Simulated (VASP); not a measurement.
# Ni: relaxation of cell and atoms with LDA

The system is Ni.

```
Ni
1.0
    -1.38372    1.38372    1.38372
     1.38372   -1.38372    1.38372
     1.38372    1.38372   -1.38372
Ni
1
Direct
  0.00000 0.00000 0.00000
```

This isn't the form of Ni at room conditions, which is fcc.

```json
{
  "Program": "VASP 6.6.1",
  "Task": "relaxation of cell and atoms",
  "Functional": "LDA",
  "Potentials or basis": "VASP PAW LDA potentials, release 64 (Ni)",
  "Cutoff": "600 eV",
  "k mesh": "14 × 14 × 14",
  "Occupations": "methfessel-paxton, width 0.2 eV",
  "Spin": "collinear spin, ferromagnetic start",
  "Starting moments": "[1.5] μB",
  "Target pressure": "20 GPa",
  "Dipole correction": "no",
  "Further INCAR settings": "ALGO = Normal; EDIFF = 1e-07; IBRION = 2; EDIFFG = -0.001; NSW = 80; ISIF = 3"
}
```

```json
{
 "Relaxed volume": "9.38 Å³/atom",
 "Relaxed cell": "a = 2.301 Å, b = 2.301 Å, c = 2.301 Å, α = 109.47°, β = 109.47°, γ = 109.47°",
 "Space group after relaxing (to 0.1 Å)": "Im-3m (No. 229)",
 "Energy change on relaxing (the run minimises the enthalpy)": "+21.5 meV/atom",
 "Ionic steps": "7",
 "Pressure after relaxing": "20.0 GPa",
 "Band gap on the k mesh": "zero (filled and empty bands overlap)",
 "Net moment": "0.00 μB per cell",
 "Valence electrons inside the program's atomic spheres": "Ni 9.63"
}
```

Step by step:
```csv
step,energy change (eV),largest force (eV/Å),pressure (GPa),volume (Å³)
1,0.0000,0.0000,-10.93,10.60
2,0.6509,0.0000,120.61,7.76
3,0.0132,0.0000,17.39,9.45
4,0.0195,0.0000,19.40,9.39
5,0.0224,0.0000,20.25,9.37
6,0.0202,0.0000,19.62,9.39
7,0.0215,0.0000,20.01,9.38
```

Final structure:
```xyz
1
Lattice="-1.3285 1.3285 1.3285 1.3285 -1.3285 1.3285 1.3285 1.3285 -1.3285" Properties=species:S:1:pos:R:3 pbc="T T T"
Ni    0.0000    0.0000    0.0000
```

Levels at points of the mesh, in eV from the Fermi level:
Spin up:
```
           k point  band 3  band 4  band 5  band 6  band 7  band 8
(0.00, 0.00, 0.00)   -2.34   -2.34   -0.65   -0.65   28.10   28.10
(0.50, 0.00, 0.00)   -0.71   -0.44    0.20    0.54    7.97   20.54
(0.50, 0.50, 0.50)    0.25    0.25    0.25   10.81   10.81   10.81
```
Spin down:
```csv
k point,band 2,band 3,band 4,band 5,band 6,band 7,band 8,band 9
"(0.00, 0.00, 0.00)",-2.34,-2.34,-2.34,-0.65,-0.65,28.10,28.10,28.10
"(0.50, 0.00, 0.00)",-3.52,-0.71,-0.44,0.20,0.53,7.97,20.54,22.36
"(0.50, 0.50, 0.50)",-4.88,0.25,0.25,0.25,10.81,10.81,10.81,17.49
```

Wall time 50 s on 1 thread of Intel(R) Xeon(R) 6975P-C (Granite Rapids) (shared host), peak memory 0.14 GiB.

Caveat: the cell is relaxed towards a set pressure, so the run minimises the enthalpy, not the energy; the moments typed at the start vanished in this run.
